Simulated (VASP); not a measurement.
Set up this calculation in VASP 6.6.1, as the native input.

```yaml
Task: single point
Functional: PBE
Potentials_or_basis: VASP PAW PBE potentials, release 64 (Zr_sv, B, N)
Cutoff: 520 eV
k_mesh: 6 × 6 × 6
Occupations: gaussian, width 0.1 eV
Spin: no spin polarisation
Dipole_correction: no
Further_INCAR_settings: ALGO = Normal; EDIFF = 1e-07; NBANDS = 30
```

The structure of Zr2BN3 lies in POSCAR:

```
Zr2BN3
1.0
    5.2893712400      0.0000000000      0.0000000000
   -2.6446856200      4.5807298600      0.0000000000
    0.0000000000      0.0000000000      2.6964866300
Zr B N
2 1 3
Direct
    0.3333333300      0.6666666700      0.0000000000
    0.6666666700      0.3333333300      0.0000000000
    0.0000000000      0.0000000000      0.0000000000
    0.5000000000      0.0000000000      0.5000000000
    0.5000000000      0.5000000000      0.5000000000
    0.0000000000      0.5000000000      0.5000000000
```

The cell was generated, and may not be a known phase.

The input as run:

INCAR

```
  PREC = Accurate
  ENCUT = 520
  EDIFF = 1E-7
  ISMEAR = 0
  SIGMA = 0.1
  LREAL = F
  LASPH = T
  NELM = 100
  ALGO = Normal
  ISIF = 2
  LWAVE = F
  LCHARG = F
  GGA = PE
  NBANDS = 30
```

KPOINTS

```
Automatic mesh
0
Gamma
  6 6 6
```

Potentials or basis: VASP PAW PBE potentials, release 64 (Zr_sv, B, N).

Command:

```console
$ cat potpaw_PBE.64/Zr_sv/POTCAR potpaw_PBE.64/B/POTCAR potpaw_PBE.64/N/POTCAR > POTCAR
$ mpirun -np 1 vasp_std > vasp.out
```

Results of the run:

- Pressure: 65.4 GPa
- Band gap on the k mesh: zero (bands 21 and 22 overlap by 0.98 eV)

Caveat: the k points lie up to 0.39 Å⁻¹ apart, too coarse for converged energies and pressures of a metal.

Wall time 40 s on 1 thread of Intel(R) Xeon(R) Platinum 8488C (Sapphire Rapids), on a shared host, peak memory 0.2 GiB.
